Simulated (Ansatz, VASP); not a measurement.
Mo: VASP beside Ansatz

```
Mo
1.0
     2.69643    1.55679    9.01707
    -2.69643    1.55679    9.01707
     0.00000   -3.11357    9.01707
Mo
12
Direct
  0.04382 0.55151 0.04382
  0.04382 0.04382 0.55151
  0.55151 0.04382 0.04382
  0.95618 0.44849 0.95618
  0.44849 0.95618 0.95618
  0.95618 0.95618 0.44849
  0.20905 0.70238 0.20905
  0.20905 0.20905 0.70238
  0.70238 0.20905 0.20905
  0.79095 0.29762 0.79095
  0.29762 0.79095 0.79095
  0.79095 0.79095 0.29762
```

Alike in both runs: functional PBE; k mesh 6 × 6 × 6; occupations gaussian, width 0.1 eV; no spin polarisation.

Ansatz relaxed the structure, and its values are those at the end. VASP's run is a single point on that final structure, the one shown.

|  | VASP | Ansatz |
| --- | --- | --- |
| version | VASP 6.6.1 | Ansatz 0.2.0 |
| potentials or method | VASP PAW PBE potentials, release 64 (Mo_sv), cutoff 520 eV | scalar-relativistic, plane waves, PAW |
| valence electrons in the cell | 168 | 168 |

```tsv
	VASP	Ansatz	Ansatz less VASP
gap on the k mesh at the Fermi level (eV)	none	none	-
pressure (GPa)	0.4	0.0	-0.40
rms of the force components (eV/Å)	0.007	0.001	-0.0059
```

A gap of «none» marks a metal or a gap that the smearing closes.
